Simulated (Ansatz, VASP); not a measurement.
One calculation of TiCo3, two programs

The input INCAR:

```
SYSTEM = TiCo3
PREC = Accurate
ENCUT = 520
EDIFF = 1E-6
ISMEAR = 0
SIGMA = 0.1
LREAL = .FALSE.
LASPH = .TRUE.
NELM = 150
ALGO = Normal
ISIF = 2
LWAVE = .FALSE.
LCHARG = .FALSE.
ISPIN = 2
MAGMOM = -0.42 1.21 1.21 1.21
LORBIT = 11
LMAXMIX = 4
GGA = PS
NBANDS = 32
```

KPOINTS

```
Automatic mesh
0
G
  8 8 8
  0 0 0
```

File POSCAR:

```
TiCo3
1.0
    3.6140000000      0.0000000000      0.0000000000
    0.0000000000      3.6140000000      0.0000000000
    0.0000000000      0.0000000000      3.6140000000
Ti Co
1 3
Direct
    0.0000000000      0.0000000000      0.0000000000
    0.0000000000      0.5000000000      0.5000000000
    0.5000000000      0.0000000000      0.5000000000
    0.5000000000      0.5000000000      0.0000000000
```

Input for Ansatz:

```yaml
crystal:
  lattice:
    - [3.614, 0.0, 0.0]
    - [0.0, 3.614, 0.0]
    - [0.0, 0.0, 3.614]
  atoms:
    - { symbol: Ti, position: [0.0, 0.0, 0.0], spin: -0.42 }
    - { symbol: Co, position: [0.0, 0.5, 0.5], spin: 1.21 }
    - { symbol: Co, position: [0.5, 0.0, 0.5], spin: 1.21 }
    - { symbol: Co, position: [0.5, 0.5, 0.0], spin: 1.21 }
basis:
  ecutwfc: 420
kpoints:
  mp_grid: { grid: [8, 8, 8] }
hamiltonian:
  xc: pbesol
scf:
  occupations: { method: gaussian, width: 0.1 }
output:
  forces: true
  stress: true
  eigenvalues: true
  populations: true
magnetization:
  spin_polarized: true
```

Alike in both runs: task single point; functional PBEsol; k mesh 8 × 8 × 8; occupations gaussian, width 0.1 eV; collinear spin.

|  | VASP | Ansatz |
| --- | --- | --- |
| version | VASP 6.6.1 | Ansatz 0.2.0 |
| potentials or method | VASP PAW PBE potentials, release 64 (Ti_sv, Co), cutoff 520 eV | scalar-relativistic, plane waves, PAW |
| valence electrons in the cell | 39 | 63 |

```tsv
	VASP	Ansatz	Ansatz less VASP
gap on the k mesh at the Fermi level (eV)	none	none	-
pressure (GPa)	-15.5	-10.3	+5.21
net moment per atom (μB)	0.00	0.66	+0.664
size of the moment on the site where the two differ most (μB)	0.00	1.09	+1.091
```

The net moments are unlike, so the other rows may belong to different states. VASP's potentials were made for PBE, not for PBEsol. Site moments also hang on the region over which each program counts them. A gap of «none» marks a metal or a gap that the smearing closes. VASP's potentials hold 39 valence electrons a cell and Ansatz's 63, so a difference there can come from the potentials and not from the codes.
